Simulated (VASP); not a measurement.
# InSe (C2/m) in VASP: single point with r2SCAN

Aim: the single point of InSe with r2SCAN.

Everything below comes from runs of VASP 6.6.1. Logs are shortened: lines on timing, memory, paths and dates and some standing lists are left out, and cuts for length are marked.

### Step 1. The cell of the first run

The structure is monoclinic, space group C2/m (No. 12). The conventional cell has a = 11.808 Å, b = 4.110 Å, c = 4.593 Å, α = 90.00°, β = 110.69°, γ = 90.00°. Within 3.6 Å of In (site symmetry m) lie 5 Se at 2.67 to 3.59 Å and 1 In at 2.79 Å. Within 4.2 Å of Se (site symmetry m) lie 7 In at 2.67 to 4.00 Å and 7 Se at 3.44 to 4.11 Å.

### Step 2. Single point, r2SCAN

The input, POSCAR:

```
InSe
1.0
    5.9037480911     -2.0550695103     -0.0093517252
    5.9037480911      2.0550695103     -0.0093517252
   -1.6160767368      0.0000000000      4.2998206387
In Se
2 2
Direct
    0.8860068456      0.8860068456      0.0272833473
    0.1139931544      0.1139931544      0.9727166527
    0.6555246897      0.6555246897      0.6446571331
    0.3444753103      0.3444753103      0.3553428669
```

The input, INCAR.step1:

```
SYSTEM = InSe
ALGO = Normal
EDIFF = 1E-4
ENCUT = 520
GGA = PE
ISMEAR = 0
LASPH = .TRUE.
LCHARG = .FALSE.
LREAL = .FALSE.
LWAVE = .TRUE.
NBANDS = 27
NELM = 60
PREC = Accurate
SIGMA = 0.05
```

The input, INCAR.step2:

```
SYSTEM = InSe
ALGO = Normal
EDIFF = 1E-7
ENCUT = 520
ISIF = 2
ISMEAR = 0
ISTART = 1
LASPH = .TRUE.
LCHARG = .TRUE.
LELF = .TRUE.
LMIXTAU = .TRUE.
LREAL = .FALSE.
LVHAR = .TRUE.
LWAVE = .FALSE.
METAGGA = R2SCAN
NBANDS = 27
NELM = 60
PREC = Accurate
SIGMA = 0.05
```

The input, KPOINTS:

```
k-points
0
G
  10 10 8
  0 0 0
```

Potentials or basis: VASP PAW PBE potentials, release 64 (In_d, Se).

The run is started by

```sh
$ cat potpaw_PBE.64/In_d/POTCAR potpaw_PBE.64/Se/POTCAR > POTCAR
$ cp INCAR.step1 INCAR
$ mpirun -np 1 vasp_std > vasp.out
$ cp INCAR.step2 INCAR
$ mpirun -np 1 vasp_std > vasp.out
```

OUTCAR:

```text
SYSTEM = InSe
   EDIFF = 1E-7
   ENCUT = 520
   ISIF = 2
   ISMEAR = 0
   ISTART = 1
   LASPH = .TRUE.
   LREAL = .FALSE.
   METAGGA = R2SCAN
   NELM = 60
   PREC = Accurate

 ion  position               nearest neighbor table
   1  0.886  0.886  0.027-   3 2.67   4 2.69   4 2.69   2 2.79   2 3.75   2 3.75
   2  0.114  0.114  0.973-   4 2.67   3 2.69   3 2.69   1 2.79   1 3.75   1 3.75
   3  0.656  0.656  0.645-   1 2.67   2 2.69   2 2.69
   4  0.344  0.344  0.355-   2 2.67   1 2.69   1 2.69

  LATTYP: Found a base centered monoclinic cell.
 ALAT       =    11.8075109956
 B/A-ratio  =     0.3480952948
 C/A-ratio  =     0.3890312884
 COS(beta)  =    -0.3533011554

  Lattice vectors:

 A1 = (   5.9037480911,  -2.0550695103,  -0.0093517252)
 A2 = (   5.9037480911,   2.0550695103,  -0.0093517252)
 A3 = (  -1.6160767368,   0.0000000000,   4.2998206387)

Analysis of symmetry for initial positions (statically):
=====================================================================
 Subroutine PRICEL returns:
 Original cell was already a primitive cell.

 Routine SETGRP: Setting up the symmetry group for a
 base centered monoclinic supercell.

 Subroutine GETGRP returns: Found  4 space group operations
 (whereof  4 operations were pure point group operations)
 out of a pool of  4 trial point group operations.

The static configuration has the point symmetry C_2h.

Analysis of symmetry for dynamics (positions and initial velocities):
=====================================================================
 Subroutine PRICEL returns:
 Original cell was already a primitive cell.

 Routine SETGRP: Setting up the symmetry group for a
 base centered monoclinic supercell.

 Subroutine GETGRP returns: Found  4 space group operations
 (whereof  4 operations were pure point group operations)
 out of a pool of  4 trial point group operations.

The dynamic configuration has the point symmetry C_2h.

 Subroutine INISYM returns: Found  4 space group operations
 (whereof  4 operations are pure point group operations),
 and found     1 'primitive' translations

----------------------------------------------------------------------------------------

                                     Primitive cell

  volume of cell :     104.2740

  direct lattice vectors                    reciprocal lattice vectors
     5.903748091 -2.055069510 -0.009351725     0.084742412 -0.243300773  0.031850222
     5.903748091  2.055069510 -0.009351725     0.084742412  0.243300773  0.031850222
    -1.616076737  0.000000000  4.299820639     0.000368614  0.000000000  0.232706383

  length of vectors
     6.251211056  6.251211056  4.593491215     0.259597726  0.259597726  0.232706675

  position of ions in fractional coordinates (direct lattice)
     0.886006846  0.886006846  0.027283347
     0.113993154  0.113993154  0.972716653
     0.655524690  0.655524690  0.644657133
     0.344475310  0.344475310  0.355342867

  ion indices of the primitive-cell ions
   primitive index   ion index
                 1           1
                 2           2
                 3           3
                 4           4

----------------------------------------------------------------------------------------

 KPOINTS: k-points

Automatic generation of k-mesh.
 Grid dimensions read from file:
 generate k-points for:   10   10    8

 Generating k-lattice:

  Cartesian coordinates                     Fractional coordinates (reciprocal lattice)
     0.008474241 -0.024330077  0.003185022     0.100000000  0.000000000 -0.000000000
     0.008474241  0.024330077  0.003185022     0.000000000  0.100000000 -0.000000000
     0.000046077  0.000000000  0.029088298     0.000000000  0.000000000  0.125000000

  Length of vectors
     0.025959773  0.025959773  0.029088334

  Shift w.r.t. Gamma in fractional coordinates (k-lattice)
     0.000000000  0.000000000  0.000000000

 Subroutine IBZKPT returns following result:
 ===========================================

 Found    227 irreducible k-points:

 Following reciprocal coordinates:
            Coordinates               Weight
  0.000000  0.000000  0.000000      1.000000
  0.100000  0.000000  0.000000      4.000000
  0.200000  0.000000  0.000000      4.000000
  0.300000  0.000000 -0.000000      4.000000
  0.400000  0.000000  0.000000      4.000000
  0.500000  0.000000  0.000000      2.000000
[... 16 lines left out ...]
  0.300000  0.300000  0.000000      2.000000
  0.400000  0.300000  0.000000      4.000000
 [... further k-points ...]
   k-points           NKPTS =    227   k-points in BZ     NKDIM =    227   number of bands    NBANDS=     27
   number of dos      NEDOS =    301   number of ions     NIONS =      4
   total plane-waves  NPLWV =  82944
   dimension x,y,z NGX =    48 NGY =   48 NGZ =   36
   dimension x,y,z NGXF=    96 NGYF=   96 NGZF=   72
   ions per type =               2   2
   NGX,Y,Z   is equivalent  to a cutoff of  12.77, 12.77, 13.03 a.u.
   NGXF,Y,Z  is equivalent  to a cutoff of  25.53, 25.53, 26.06 a.u.
 SYSTEM =  InSe
   PREC   = accura    normal or accurate (medium, high low for compatibility)
   ISTART =      1    job   : 0-new  1-cont  2-samecut
   ICHARG =      0    charge: 1-file 2-atom 10-const
   ISPIN  =      1    spin polarized calculation?
   LNONCOLLINEAR =      F non collinear calculations
   LSORBIT =      F    spin-orbit coupling
   LASPH  =      T    aspherical Exc in radial PAW
   ENCUT  =  520.0 eV  38.22 Ry    6.18 a.u.  11.62 11.62  8.54*2*pi/ulx,y,z
   NELM   =     60;   NELMIN=  2; NELMDL=  0     # of ELM steps
   EDIFF  = 0.1E-06   stopping-criterion for ELM
   LREAL  =      F    real-space projection
   EDIFFG = 0.1E-05   stopping-criterion for IOM
   NSW    =      0    number of steps for IOM
   IBRION =     -1    ionic relax: 0-MD 1-quasi-New 2-CG
   NFREE  =      0    steps in history (QN), initial steepest desc. (CG)
   ISIF   =      2    stress and relaxation
   ISYM   =      2    0-nonsym 1-usesym 2-fastsym
   POTIM  = 0.5000    time-step for ionic-motion
   TEBEG  =    0.0;   TEEND  =   0.0 temperature during run
   PSTRESS=    0.0 pullay stress
   NELECT =      38.0000    total number of electrons
   NUPDOWN=      -1.0000    fix difference up-down
   EMIN   =  10.00;   EMAX   =-10.00  energy-range for DOS
   EFERMI =   0.00;   METHOD = LEGACY
   ISMEAR =     0;   SIGMA  =   0.05  broadening in eV -4-tet -1-fermi 0-gaus
   EFERMI_NEDOS =   21; number of points for ismear=-14 and -15
   IALGO  =     38    algorithm
   IMIX   =      4    mixing-type and parameters
     AMIX     =   0.40;   BMIX     =  1.00
     AMIX_MAG =   1.60;   BMIX_MAG =  1.00
  volume/ion in A,a.u.               =      26.07       175.92
  Fermi-wavevector in a.u.,A,eV,Ry     =   1.169349  2.209749 18.604284  1.367376
  Thomas-Fermi vector in A             =   2.305823
   LORBIT       =      0    0 simple, 1 ext, 2 COOP (PROOUT), +10 PAW based schemes
   METAGGA = R2SCAN    functional components
   LHFCALC =     F    Hartree Fock is set to
   AEXX    =    0.0000 exact exchange contribution
   IVDW    =     0    specifies the selected vdW correction
   LEPSILON=     F    determine dielectric tensor
   LRPA    =     F    only Hartree local field effects (RPA)
 non-spin polarized calculation
 Gauss-broadening in eV      SIGMA  =   0.05
  energy-cutoff  :      520.00
  volume of cell :      104.27
 maximum number of plane-waves:      2838
   NGX = 23   NGY = 23   NGZ = 17

 number of electron      37.9999999 magnetization

 Free energy of the ion-electron system (eV)
  ---------------------------------------------------
  ext. energy  EPLUGINS =         0.00000000
  ---------------------------------------------------
  free energy    TOTEN  =       -76.31458286 eV

  energy without entropy =      -76.31458286  energy(sigma->0) =      -76.31458286

 E-fermi :   4.9791     XC(G=0): -10.1050

 val. band max:        4.7167173008   @ k =  -0.3000  -0.3000   0.3750
 cond. band min:       5.8932927172   @ k =   0.4000   0.4000   0.0000
 fundamental gap:      1.1765754165
 Fermi energy:         4.9790838435

 k-point     1 :       0.0000    0.0000    0.0000
  band No.  band energies     occupation
      1     -10.4573      2.00000
      2     -10.3341      2.00000
      3     -10.1121      2.00000
      4     -10.0933      2.00000
      5     -10.0585      2.00000
      6     -10.0511      2.00000
[... 19 lines left out ...]
     26      12.2956      0.00000
     27      14.0862      0.00000

 k-point     2 :       0.1000    0.0000    0.0000
  band No.  band energies     occupation
      1     -10.4541      2.00000
      2     -10.3316      2.00000
      3     -10.1543      2.00000
      4     -10.0832      2.00000
      5     -10.0704      2.00000
      6     -10.0405      2.00000
[... 19 lines left out ...]
     26      12.3396      0.00000
     27      14.2002      0.00000

 k-point     3 :       0.2000    0.0000    0.0000
  band No.  band energies     occupation
      1     -10.4463      2.00000
      2     -10.3294      2.00000
      3     -10.2203      2.00000
      4     -10.0924      2.00000
      5     -10.0693      2.00000
      6     -10.0261      2.00000
[... 19 lines left out ...]
     26      12.1312      0.00000
     27      13.5970      0.00000

 k-point     4 :       0.3000    0.0000   -0.0000
  band No.  band energies     occupation
      1     -10.4379      2.00000
      2     -10.3477      2.00000
      3     -10.2506      2.00000
      4     -10.1177      2.00000
      5     -10.0558      2.00000
      6     -10.0386      2.00000
[... 19 lines left out ...]
     26      12.7152      0.00000
     27      13.1704      0.00000
[... 516 lines left out ...]
      4     -10.1123      2.00000
      5     -10.0527      2.00000
      6     -10.0381      2.00000
[... 19 lines left out ...]
     26      12.9844      0.00000
     27      13.1842      0.00000

 k-point    23 :       0.3000    0.3000    0.0000
  band No.  band energies     occupation
      1     -10.4663      2.00000
      2     -10.2705      2.00000
      3     -10.1564      2.00000
      4     -10.1008      2.00000
      5     -10.0723      2.00000
      6     -10.0546      2.00000
[... 19 lines left out ...]
     26      12.2001      0.00000
     27      13.4194      0.00000

 k-point    24 :       0.4000    0.3000    0.0000
  band No.  band energies     occupation
      1     -10.4678      2.00000
      2     -10.2527      2.00000
      3     -10.1641      2.00000
      4     -10.1180      2.00000
      5     -10.0925      2.00000
      6     -10.0407      2.00000
[... 19 lines left out ...]
     26      11.8312      0.00000
     27      12.7319      0.00000

 [... further k-points ...]
[... 5 lines left out ...]
  --------------------------------------------------------------------------------------
  -------------------------------------------------------------------------------------
  Total        0.8530118      0.9244027      1.0319841      0.0000000      0.0000000      0.0742026
  in kB       13.1065861     14.2035117     15.8565077      0.0000000      0.0000000      1.1401288
  external PRESSURE =      14.3888685 kB  Pullay stress =       0.0000000 kB

 VOLUME and BASIS-vectors are now :
 -----------------------------------------------------------------------------
  energy-cutoff  :      520.00
  volume of cell :      104.27
      direct lattice vectors                 reciprocal lattice vectors
     5.903748091 -2.055069510 -0.009351725     0.084742412 -0.243300773  0.031850222
     5.903748091  2.055069510 -0.009351725     0.084742412  0.243300773  0.031850222
    -1.616076737  0.000000000  4.299820639     0.000368614  0.000000000  0.232706383

 POSITION                                       TOTAL-FORCE (eV/Angst)
 -----------------------------------------------------------------------------------
     10.41743      0.00000      0.10074         0.022476      0.000000      0.006908
     -0.22601      0.00000      4.18038        -0.022476      0.000000     -0.006908
      6.69829      0.00000      2.75965         0.002940      0.000000     -0.013391
      3.49313      0.00000      1.52147        -0.002940      0.000000      0.013391
 -----------------------------------------------------------------------------------
    total drift:                               -0.000000     -0.000000      0.000000

  FREE ENERGIE OF THE ION-ELECTRON SYSTEM (eV)
  ---------------------------------------------------
  free  energy   TOTEN  =       -76.3145828553 eV

  energy  without entropy=      -76.3145828553  energy(sigma->0) =      -76.31458286
```

Run time: 81 min. Hardware: 1 thread of Oxide Virtual Turin-like, shared host; peak memory 0.68 GiB.

What came out:

| Item | Value |
| --- | --- |
| Free energy | -76.3146 eV |
| Pressure | 1.4 GPa |
| Largest force | 0.024 eV/Å |
| Band gap on the k mesh | 1.18 eV (least direct gap 1.51 eV) |

Forces on the atoms (eV/Å):
```
In   0.022  0.000  0.007
In  -0.022  0.000 -0.007
Se   0.003  0.000 -0.013
Se  -0.003  0.000  0.013
```

Caveat: the PAW data sets were made with another functional, which shifts forces and pressure a little; spin-orbit coupling is left out, which moves the levels of the heavy elements. r2SCAN opens gaps a little over a GGA but as a rule still falls short of measured ones.
